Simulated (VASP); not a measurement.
# TiO2 in VASP: notebook

TiO2 is run at these levels: PBE; tasks: electric field gradients.

All numbers are computed with VASP 6.6.1; they aren't measurements. Logs are shortened: lines on timing, memory, paths and dates and some standing lists are left out, and cuts for length are marked.

**1. The cell of the first run**

The structure is tetragonal, space group P4_2/mnm (No. 136). The conventional cell has a = 4.594 Å, b = 4.594 Å, c = 2.929 Å, α = 90.00°, β = 90.00°, γ = 90.00°. Ti (site symmetry mmm) has 6 O at 1.93 to 1.99 Å within 2.6 Å. Within 2.6 Å of O (site symmetry m2m) lie 3 Ti at 1.93 to 1.99 Å and 1 O at 2.52 Å.

**2. Electric field gradients, PBE (zz strain of -1 %)**

Contents of INCAR:

```
ALGO     = Normal         # electronic algorithm
EDIFF    = 1E-8           # SCF threshold, eV
ENCUT    = 520            # plane-wave cutoff, eV
GGA      = PE             # functional
ISIF     = 2              # what is computed and relaxed
ISMEAR   = -1             # smearing method
LASPH    = T              # aspherical terms in the spheres
LCHARG   = F              # write CHGCAR
LEFG     = T            
LREAL    = F              # projectors in reciprocal space
LWAVE    = F              # write WAVECAR
NBANDS   = 33             # bands
NELM     = 100            # most SCF steps
PREC     = Accurate       # precision mode
SIGMA    = 0.05           # smearing width, eV
```

Contents of KPOINTS:

```
k-points
0
Gamma
  7 7 10
```

Contents of POSCAR:

```
TiO2
1.0
    4.5940000000      0.0000000000      0.0000000000
    0.0000000000      4.5940000000      0.0000000000
    0.0000000000      0.0000000000      2.9294100000
Ti O
2 4
Direct
    0.0000000000      0.0000000000      0.0000000000
    0.5000000000      0.5000000000      0.5000000000
    0.3060000000      0.3060000000      0.0000000000
    0.1940000000      0.8060000000      0.5000000000
    0.6940000000      0.6940000000      0.0000000000
    0.8060000000      0.1940000000      0.5000000000
```

Potentials or basis: VASP PAW PBE potentials, release 64 (Ti_sv, O).

Run with:

```sh
cat potpaw_PBE.64/Ti_sv/POTCAR potpaw_PBE.64/O/POTCAR > POTCAR
mpirun -np 1 vasp_std > vasp.out
```

OUTCAR:

```text
EDIFF = 1E-8
   ENCUT = 520
   GGA = PE
   ISIF = 2
   ISMEAR = -1
   LASPH = T
   LREAL = F
   NELM = 100
   PREC = Accurate

 ion  position               nearest neighbor table
   1  0.000  0.000  0.000-   4 1.93   6 1.93   4 1.93   6 1.93   5 1.99   3 1.99
   2  0.500  0.500  0.500-   3 1.93   5 1.93   3 1.93   5 1.93   4 1.99   6 1.99
   3  0.306  0.306  0.000-   2 1.93   2 1.93   1 1.99
   4  0.194  0.806  0.500-   1 1.93   1 1.93   2 1.99
   5  0.694  0.694  0.000-   2 1.93   2 1.93   1 1.99
   6  0.806  0.194  0.500-   1 1.93   1 1.93   2 1.99

  LATTYP: Found a simple tetragonal cell.
 ALAT       =     4.5940000000
 C/A-ratio  =     0.6376599913

  Lattice vectors:

 A1 = (   4.5940000000,   0.0000000000,   0.0000000000)
 A2 = (   0.0000000000,   4.5940000000,   0.0000000000)
 A3 = (   0.0000000000,   0.0000000000,   2.9294100000)

Analysis of symmetry for initial positions (statically):
=====================================================================
 Subroutine PRICEL returns:
 Original cell was already a primitive cell.

 Routine SETGRP: Setting up the symmetry group for a
 simple tetragonal supercell.

 Subroutine GETGRP returns: Found 16 space group operations
 (whereof  8 operations were pure point group operations)
 out of a pool of 16 trial point group operations.

The static configuration has the point symmetry D_2h.
 The point group associated with its full space group is D_4h.

Analysis of symmetry for dynamics (positions and initial velocities):
=====================================================================
 Subroutine PRICEL returns:
 Original cell was already a primitive cell.

 Routine SETGRP: Setting up the symmetry group for a
 simple tetragonal supercell.

 Subroutine GETGRP returns: Found 16 space group operations
 (whereof  8 operations were pure point group operations)
 out of a pool of 16 trial point group operations.

The dynamic configuration has the point symmetry D_2h.
 The point group associated with its full space group is D_4h.

 Subroutine INISYM returns: Found 16 space group operations
 (whereof  8 operations are pure point group operations),
 and found     1 'primitive' translations

----------------------------------------------------------------------------------------

                                     Primitive cell

  volume of cell :      61.8247

  direct lattice vectors                    reciprocal lattice vectors
     4.594000000  0.000000000  0.000000000     0.217675229  0.000000000  0.000000000
     0.000000000  4.594000000  0.000000000     0.000000000  0.217675229  0.000000000
     0.000000000  0.000000000  2.929410000     0.000000000  0.000000000  0.341365667

  length of vectors
     4.594000000  4.594000000  2.929410000     0.217675229  0.217675229  0.341365667

  position of ions in fractional coordinates (direct lattice)
     0.000000000  0.000000000  0.000000000
     0.500000000  0.500000000  0.500000000
     0.306000000  0.306000000  0.000000000
     0.194000000  0.806000000  0.500000000
     0.694000000  0.694000000  0.000000000
     0.806000000  0.194000000  0.500000000

  ion indices of the primitive-cell ions
   primitive index   ion index
                 1           1
                 2           2
                 3           3
                 4           4
                 5           5
                 6           6

----------------------------------------------------------------------------------------

 KPOINTS: k-points

Automatic generation of k-mesh.
 Grid dimensions read from file:
 generate k-points for:    7    7   10

 Generating k-lattice:

  Cartesian coordinates                     Fractional coordinates (reciprocal lattice)
     0.031096461  0.000000000  0.000000000     0.142857143  0.000000000  0.000000000
[... 53 lines left out ...]
   ISPIN  =      1    spin polarized calculation?
   LNONCOLLINEAR =      F non collinear calculations
   LSORBIT =      F    spin-orbit coupling
   LASPH  =      T    aspherical Exc in radial PAW
   ENCUT  =  520.0 eV  38.22 Ry    6.18 a.u.   8.54  8.54  5.45*2*pi/ulx,y,z
   NELM   =    100;   NELMIN=  2; NELMDL= -5     # of ELM steps
   EDIFF  = 0.1E-07   stopping-criterion for ELM
   LREAL  =      F    real-space projection
   EDIFFG = 0.1E-06   stopping-criterion for IOM
   NSW    =      0    number of steps for IOM
   IBRION =     -1    ionic relax: 0-MD 1-quasi-New 2-CG
   NFREE  =      0    steps in history (QN), initial steepest desc. (CG)
   ISIF   =      2    stress and relaxation
   ISYM   =      2    0-nonsym 1-usesym 2-fastsym
   POTIM  = 0.5000    time-step for ionic-motion
   TEBEG  =    0.0;   TEEND  =   0.0 temperature during run
   PSTRESS=    0.0 pullay stress
   NELECT =      48.0000    total number of electrons
   NUPDOWN=      -1.0000    fix difference up-down
   EMIN   =  10.00;   EMAX   =-10.00  energy-range for DOS
   EFERMI =   0.00;   METHOD = LEGACY
   ISMEAR =    -1;   SIGMA  =   0.05  broadening in eV -4-tet -1-fermi 0-gaus
   EFERMI_NEDOS =   21; number of points for ismear=-14 and -15
   IALGO  =     38    algorithm
   IMIX   =      4    mixing-type and parameters
     AMIX     =   0.40;   BMIX     =  1.00
     AMIX_MAG =   1.60;   BMIX_MAG =  1.00
  volume/ion in A,a.u.               =      10.30        69.54
  Fermi-wavevector in a.u.,A,eV,Ry     =   1.504647  2.843370 30.803068  2.263962
  Thomas-Fermi vector in A             =   2.615599
   LORBIT       =      0    0 simple, 1 ext, 2 COOP (PROOUT), +10 PAW based schemes
   GGA     = PE    functional components
   LHFCALC =     F    Hartree Fock is set to
   AEXX    =    0.0000 exact exchange contribution
   IVDW    =     0    specifies the selected vdW correction
   LEPSILON=     F    determine dielectric tensor
   LRPA    =     F    only Hartree local field effects (RPA)
 non-spin polarized calculation
  energy-cutoff  :      520.00
  volume of cell :       61.82
 maximum number of plane-waves:      1680
 NGX is ok and might be reduce to    36
   NGX = 17   NGY = 17   NGZ = 11

 number of electron      48.0000023 magnetization

 Free energy of the ion-electron system (eV)
  ---------------------------------------------------
  ext. energy  EPLUGINS =         0.00000000
  ---------------------------------------------------
  free energy    TOTEN  =       -53.60617188 eV

  energy without entropy =      -53.60617188  energy(sigma->0) =      -53.60617188

 E-fermi :   5.8404     XC(G=0): -11.4578

 val. band max:        4.8904615310   @ k =   0.0000   0.0000   0.0000
 cond. band min:       6.8456218493   @ k =   0.0000   0.0000   0.0000
 fundamental gap:      1.9551603182
 Fermi energy:         5.8403829985

 k-point     1 :       0.0000    0.0000    0.0000
  band No.  band energies     occupation
      1     -51.9204      2.00000
      2     -51.9027      2.00000
      3     -28.2418      2.00000
      4     -28.2418      2.00000
      5     -28.0669      2.00000
      6     -28.0669      2.00000
[... 853 lines left out ...]
     32      10.4427      0.00000
     33      11.3688      0.00000

 [... further k-points ...]

------------------------ aborting loop because EDIFF is reached ----------------------------------------

  FORCE on cell =-STRESS in cart. coord.  units (eV):
  Direction    XX          YY          ZZ          XY          YZ          ZX
  --------------------------------------------------------------------------------------
  -------------------------------------------------------------------------------------
  Total        3.1501178      3.1501178      4.3321284     -0.0000000      0.0000000      0.0000000
  in kB       81.6347808     81.6347808    112.2663912     -0.0000000      0.0000000      0.0000000
  external PRESSURE =      91.8453176 kB  Pullay stress =       0.0000000 kB

 VOLUME and BASIS-vectors are now :
 -----------------------------------------------------------------------------
  energy-cutoff  :      520.00
  volume of cell :       61.82
      direct lattice vectors                 reciprocal lattice vectors
     4.594000000  0.000000000  0.000000000     0.217675229  0.000000000  0.000000000
     0.000000000  4.594000000  0.000000000     0.000000000  0.217675229  0.000000000
     0.000000000  0.000000000  2.929410000     0.000000000  0.000000000  0.341365667

 POSITION                                       TOTAL-FORCE (eV/Angst)
 -----------------------------------------------------------------------------------
      0.00000      0.00000      0.00000         0.000000      0.000000      0.000000
      2.29700      2.29700      1.46470         0.000000      0.000000      0.000000
      1.40576      1.40576      0.00000        -0.238459     -0.238459      0.000000
      0.89124      3.70276      1.46470         0.238459     -0.238459      0.000000
      3.18824      3.18824      0.00000         0.238459      0.238459      0.000000
      3.70276      0.89124      1.46470        -0.238459      0.238459      0.000000
 -----------------------------------------------------------------------------------
    total drift:                               -0.000000      0.000000      0.000000

  FREE ENERGIE OF THE ION-ELECTRON SYSTEM (eV)
  ---------------------------------------------------
  free  energy   TOTEN  =       -53.6061718847 eV

  energy  without entropy=      -53.6061718845  energy(sigma->0) =      -53.60617188

 Electric field gradients (V/A^2)
---------------------------------------------------------------------
 ion       V_xx      V_yy      V_zz      V_xy      V_xz      V_yz
---------------------------------------------------------------------
   1      13.780    13.780   -27.561    12.567     0.000    -0.000
   2      13.780    13.780   -27.561   -12.567    -0.000     0.000
   3       1.852     1.852    -3.705    20.690     0.000     0.000
   4       1.852     1.852    -3.705   -20.690    -0.000     0.000
   5       1.852     1.852    -3.705    20.690    -0.000     0.000
   6       1.852     1.852    -3.705   -20.690     0.000     0.000
---------------------------------------------------------------------

 Electric field gradients after diagonalization (V/A^2)
 (convention: |V_zz| > |V_xx| > |V_yy|)
----------------------------------------------------------------------
 ion       V_xx      V_yy      V_zz     asymmetry (V_yy - V_xx)/ V_zz
----------------------------------------------------------------------
   1      26.348     1.213   -27.561       0.912
   2      26.348     1.213   -27.561       0.912
   3     -18.838    -3.705    22.543       0.671
   4     -18.838    -3.705    22.543       0.671
   5     -18.838    -3.705    22.543       0.671
   6     -18.838    -3.705    22.543       0.671
----------------------------------------------------------------------

           NMR quadrupolar parameters

 Cq : quadrupolar parameter    Cq=e*Q*V_zz/h
 eta: asymmetry parameters     (V_yy - V_xx)/ V_zz
 Q  : nuclear electric quadrupole moment in mb (millibarn)
----------------------------------------------------------------------
 ion       Cq(MHz)       eta       Q (mb)
----------------------------------------------------------------------
   1      -0.067       0.912       1.000
   2      -0.067       0.912       1.000
   3       0.055       0.671       1.000
   4       0.055       0.671       1.000
   5       0.055       0.671       1.000
   6       0.055       0.671       1.000
----------------------------------------------------------------------
```

It took 54 s on 1 thread of Intel Xeon 6975P-C (Granite Rapids), shared host; peak memory 0.23 GiB.

What came out:

```yaml
Free_energy: -53.6062 eV
Pressure: 9.2 GPa
Largest_force: 0.337 eV/Å
Band_gap_on_the_k_mesh: 1.96 eV
Largest_electric_field_gradient_by_atom: Ti -27.6; O +22.5 V/Å²
```

Forces on the atoms (eV/Å):
```
Ti   0.000  0.000  0.000
Ti   0.000  0.000  0.000
O   -0.238 -0.238  0.000
O    0.238 -0.238  0.000
O    0.238  0.238  0.000
O   -0.238  0.238  0.000
```

Electric field gradients, principal values (V/Å²):
```
atom   least   middle  greatest (by size)
1 Ti   1.213   26.348             -27.561
2 Ti   1.213   26.348             -27.561
 3 O  -3.705  -18.838              22.543
 4 O  -3.705  -18.838              22.543
 5 O  -3.705  -18.838              22.543
 6 O  -3.705  -18.838              22.543
```

Caveat: the cell differs from its parent crystal (zz strain of -1 %); the cell stands under pressure; without QUAD_EFG the Cq values of the log hold for a quadrupole moment of 1 mb, not for the nuclei; an odd mesh through Γ misses points on the zone boundary, where band edges can lie.

**3. Electric field gradients, PBE (equal xy, yz and zx shear strains of -1 %)**

Contents of INCAR:

```
ALGO = Normal
EDIFF = 1E-8
ENCUT = 520
GGA = PE
ISIF = 2
ISMEAR = -1
LASPH = T
LCHARG = F
LEFG = T
LREAL = F
LWAVE = F
NBANDS = 33
NELM = 100
PREC = Accurate
SIGMA = 0.05
```

KPOINTS is that of step 2.

Edit POSCAR of step 2 so:

```diff
@@ -2,5 +2,5 @@
 1.0
-    4.5940000000      0.0000000000      0.0000000000
-    0.0000000000      4.5940000000      0.0000000000
-    0.0000000000      0.0000000000      2.9294100000
+    4.5940000000     -0.0229700000     -0.0229700000
+   -0.0229700000      4.5940000000     -0.0229700000
+   -0.0147950000     -0.0147950000      2.9590000000
 Ti O
```

Potentials or basis: VASP PAW PBE potentials, release 64 (Ti_sv, O).

Run with:

```sh
cat potpaw_PBE.64/Ti_sv/POTCAR potpaw_PBE.64/O/POTCAR > POTCAR
mpirun -np 1 vasp_std > vasp.out
```

OUTCAR:

```text
EDIFF = 1E-8
   ENCUT = 520
   GGA = PE
   ISIF = 2
   ISMEAR = -1
   LASPH = T
   LREAL = F
   NELM = 100
   PREC = Accurate

 ion  position               nearest neighbor table
   1  0.000  0.000  0.000-   4 1.95   6 1.95   4 1.95   6 1.95   5 1.98   3 1.98
   2  0.500  0.500  0.500-   5 1.93   3 1.93   3 1.95   5 1.95   4 2.00   6 2.00
   3  0.306  0.306  0.000-   2 1.93   2 1.95   1 1.98
   4  0.194  0.806  0.500-   1 1.95   1 1.95   2 2.00
   5  0.694  0.694  0.000-   2 1.93   2 1.95   1 1.98
   6  0.806  0.194  0.500-   1 1.95   1 1.95   2 2.00

  LATTYP: Found a base centered monoclinic cell.
 ALAT       =     8.7023240109
 B/A-ratio  =     0.7503032044
 C/A-ratio  =     0.3400326132
 COS(beta)  =    -0.6695337857

  Lattice vectors:

 A1 = (  -4.5792050000,   0.0377650000,  -2.9360300000)
 A2 = (   0.0377650000,  -4.5792050000,  -2.9360300000)
 A3 = (  -0.0147950000,  -0.0147950000,   2.9590000000)

Analysis of symmetry for initial positions (statically):
=====================================================================
 Subroutine PRICEL returns:
 Original cell was already a primitive cell.

 Routine SETGRP: Setting up the symmetry group for a
 base centered monoclinic supercell.

 Subroutine GETGRP returns: Found  4 space group operations
 (whereof  4 operations were pure point group operations)
 out of a pool of  4 trial point group operations.

The static configuration has the point symmetry C_2h.

Analysis of symmetry for dynamics (positions and initial velocities):
=====================================================================
[... 1045 lines left out ...]
  Total        2.4691365      2.4691365      2.2860410      0.8979448      0.5883958      0.5883961
  in kB       63.3521576     63.3521576     58.6543646     23.0391235     15.0968342     15.0968407
  external PRESSURE =      61.7862266 kB  Pullay stress =       0.0000000 kB

 VOLUME and BASIS-vectors are now :
 -----------------------------------------------------------------------------
  energy-cutoff  :      520.00
  volume of cell :       62.44
      direct lattice vectors                 reciprocal lattice vectors
     4.594000000 -0.022970000 -0.022970000     0.217686168  0.001093900  0.001093900
    -0.022970000  4.594000000 -0.022970000     0.001093900  0.217686168  0.001093900
    -0.014795000 -0.014795000  2.959000000     0.001698337  0.001698337  0.337968994

 POSITION                                       TOTAL-FORCE (eV/Angst)
 -----------------------------------------------------------------------------------
      0.00000      0.00000      0.00000         0.000000      0.000000     -0.000000
      2.27812      2.27812      1.45653        -0.000000      0.000000     -0.000000
      1.39874      1.39874     -0.01406        -0.180891     -0.180891     -0.122786
      0.86532      3.69091      1.45653         0.193170     -0.193170      0.000000
      3.17229      3.17229     -0.03188         0.180891      0.180891      0.122786
      3.69091      0.86532      1.45653        -0.193170      0.193170      0.000000
 -----------------------------------------------------------------------------------
    total drift:                               -0.000000      0.000000      0.000000

  FREE ENERGIE OF THE ION-ELECTRON SYSTEM (eV)
  ---------------------------------------------------
  free  energy   TOTEN  =       -53.6296193111 eV

  energy  without entropy=      -53.6296193108  energy(sigma->0) =      -53.62961931

 Electric field gradients (V/A^2)
---------------------------------------------------------------------
 ion       V_xx      V_yy      V_zz      V_xy      V_xz      V_yz
---------------------------------------------------------------------
   1      10.918    10.918   -21.835     3.376     1.963     1.963
   2      14.789    14.789   -29.578   -10.091    -8.668    -8.668
   3       0.811     0.811    -1.622    19.841    -2.383    -2.383
   4       1.150     1.150    -2.301   -22.562    -0.886    -0.886
   5       0.811     0.811    -1.622    19.841    -2.383    -2.383
   6       1.150     1.150    -2.301   -22.562    -0.886    -0.886
---------------------------------------------------------------------

 Electric field gradients after diagonalization (V/A^2)
 (convention: |V_zz| > |V_xx| > |V_yy|)
----------------------------------------------------------------------
 ion       V_xx      V_yy      V_zz     asymmetry (V_yy - V_xx)/ V_zz
----------------------------------------------------------------------
   1      14.505     7.542   -22.047       0.316
   2      24.880     8.631   -33.511       0.485
   3     -19.030    -2.121    21.151       0.799
   4     -21.493    -2.219    23.712       0.813
   5     -19.030    -2.121    21.151       0.799
   6     -21.493    -2.219    23.712       0.813
----------------------------------------------------------------------

           NMR quadrupolar parameters

 Cq : quadrupolar parameter    Cq=e*Q*V_zz/h
 eta: asymmetry parameters     (V_yy - V_xx)/ V_zz
 Q  : nuclear electric quadrupole moment in mb (millibarn)
----------------------------------------------------------------------
 ion       Cq(MHz)       eta       Q (mb)
----------------------------------------------------------------------
   1      -0.053       0.316       1.000
   2      -0.081       0.485       1.000
   3       0.051       0.799       1.000
   4       0.057       0.813       1.000
   5       0.051       0.799       1.000
   6       0.057       0.813       1.000
----------------------------------------------------------------------
```

Run time: 4.5 min. Hardware: 1 thread of Intel Xeon Platinum 8259CL at 2.50GHz (Skylake/Cascade Lake), shared host; peak memory 0.34 GiB.

Results:

```yaml
Free_energy: -53.6296 eV
Pressure: 6.2 GPa
Largest_force: 0.284 eV/Å
Band_gap_on_the_k_mesh: 1.91 eV
Largest_electric_field_gradient_by_atom: Ti -22.0, -33.5; O +21.2, +23.7 (each value once) V/Å²
```

Forces in eV/Å, atoms in the order of the input:
```
Ti   0.000  0.000  0.000
Ti   0.000  0.000  0.000
O   -0.181 -0.181 -0.123
O    0.193 -0.193  0.000
O    0.181  0.181  0.123
O   -0.193  0.193  0.000
```

Electric field gradients, principal values (V/Å²):
```csv
atom,least,middle,greatest (by size)
1 Ti,7.542,14.505,-22.047
2 Ti,8.631,24.880,-33.511
3 O,-2.121,-19.030,21.151
4 O,-2.219,-21.493,23.712
5 O,-2.121,-19.030,21.151
6 O,-2.219,-21.493,23.712
```

Caveat: the cell differs from its parent crystal (equal xy, yz and zx shear strains of -1 %); the cell stands under pressure; without QUAD_EFG the Cq values of the log hold for a quadrupole moment of 1 mb, not for the nuclei; an odd mesh through Γ misses points on the zone boundary, where band edges can lie.

(Continued in part 2 of 2.)
